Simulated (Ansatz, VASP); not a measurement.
**As in VASP and in Ansatz**

```
As
1.0
     3.60828    0.00000    0.00000
    -1.80414    3.12486    0.00000
     0.00000    0.00000   12.02919
As
4
Direct
  0.00000 0.00000 0.79967
  0.00000 0.00000 0.20033
  0.33333 0.66667 0.68407
  0.66667 0.33333 0.31593
```

Alike in both runs: task single point; functional PBE; k mesh 12 × 12 × 4; occupations gaussian, width 0.01 eV; collinear spin.

|  | VASP | Ansatz |
| --- | --- | --- |
| version | VASP 6.6.1 | Ansatz 0.2.0 |
| potentials or method | VASP PAW PBE potentials, release 64 (As), cutoff 500 eV | scalar-relativistic, plane waves, PAW |
| valence electrons in the cell | 20 | 60 |

VASP gave:

| Quantity | Value |
| --- | --- |
| gap on the k mesh at the Fermi level (eV) | 1.32 |
| pressure (GPa) | 0.2 |
| traceless stress, the component that is largest in VASP (GPa) | 0.08 |
| rms of the force components (eV/Å) | 0.047 |
| net moment per atom (μB) | 0.00 |

Question: Estimate Ansatz's values.

Answer: gap on the k mesh at the Fermi level (eV): 1.34; pressure (GPa): 0.0; traceless stress, the component that is largest in VASP (GPa): 0.01; rms of the force components (eV/Å): 0.002; net moment per atom (μB): 0.00.

Atom by atom the forces differ by 0.050 eV/Å (rms over components). With one functional, cell and mesh, what is left measures potentials, basis and numerics. VASP's potentials hold 20 valence electrons a cell and Ansatz's 60, so a difference there can come from the potentials and not from the codes. Ansatz's warnings: seeded moment not kept.
